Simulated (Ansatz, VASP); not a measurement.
One calculation of ZrSi2, two programs

```
CELL_PARAMETERS angstrom
2.57116 1.48446 4.06539
-2.57116 1.48446 4.06539
0.00000 -2.96892 4.06539
ATOMIC_POSITIONS crystal
Zr 0.37182 0.37182 0.37182
Zr 0.62818 0.62818 0.62818
Si 0.00000 0.50000 0.00000
Si 0.00000 0.00000 0.50000
Si 0.00000 0.00000 0.00000
Si 0.50000 0.00000 0.00000
```

Change from the starting cell: species swapped into the DyMn2 type (R-3m, No. 166).

Alike in both runs: functional PBE; k mesh 4 × 4 × 4; occupations gaussian, width 0.2 eV; no spin polarisation.

Ansatz relaxed the structure, and its values are those at the end. VASP's run is a single point on that final structure, the one shown.

|  | VASP | Ansatz |
| --- | --- | --- |
| version | VASP 6.6.1 | Ansatz 0.2.0 |
| potentials or method | VASP PAW PBE potentials, release 64 (Zr_sv, Si), cutoff 500 eV | scalar-relativistic, plane waves, PAW |
| valence electrons in the cell | 40 | 40 |

```tsv
	VASP	Ansatz	Ansatz less VASP
gap on the k mesh at the Fermi level (eV)	none	none	-
pressure (GPa)	0.1	0.1	0.00
```

A gap of «none» marks a metal or a gap that the smearing closes.

The k mesh is coarse, so the values compare programs but aren't converged.
